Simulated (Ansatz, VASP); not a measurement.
**TaSi2: VASP beside Ansatz**

```
CELL_PARAMETERS angstrom
4.80602 0.00000 0.00000
-2.40301 4.16214 0.00000
0.00000 0.00000 6.59953
ATOMIC_POSITIONS crystal
Ta 0.36517 0.00000 0.96727
Ta 0.50000 0.50000 0.66667
Ta 0.00000 0.50000 0.33333
Si 0.15892 0.31783 0.00000
Si 0.84108 0.15892 0.66667
Si 0.68217 0.84108 0.33333
Si 0.84108 0.68217 0.00000
Si 0.15892 0.84108 0.66667
Si 0.31783 0.15892 0.33333
```

Alike in both runs: task single point; functional PBE; k mesh 9 × 9 × 6; occupations gaussian, width 0.15 eV; no spin polarisation.

```csv
,VASP,Ansatz
version,VASP 6.6.1,Ansatz 0.2.0
potentials or method,"VASP PAW PBE potentials, release 64 (Ta_pv, Si), cutoff 520 eV","scalar-relativistic, plane waves, PAW"
valence electrons in the cell,57,63
```

Ansatz gave:

* gap on the k mesh at the Fermi level (eV): none
* pressure (GPa): 15.2
* traceless stress, the component that is largest in VASP (GPa): 5.60
* rms of the force components (eV/Å): 3.614

Q: What did VASP give for the same quantities?

A: gap on the k mesh at the Fermi level (eV): none; pressure (GPa): 15.2; traceless stress, the component that is largest in VASP (GPa): 5.59; rms of the force components (eV/Å): 3.615.

Atom by atom the forces differ by 0.003 eV/Å (rms over components). A gap of «none» marks a metal or a gap that the smearing closes. VASP's potentials hold 57 valence electrons a cell and Ansatz's 63, so a difference there can come from the potentials and not from the codes.

Spin-orbit coupling is off throughout.
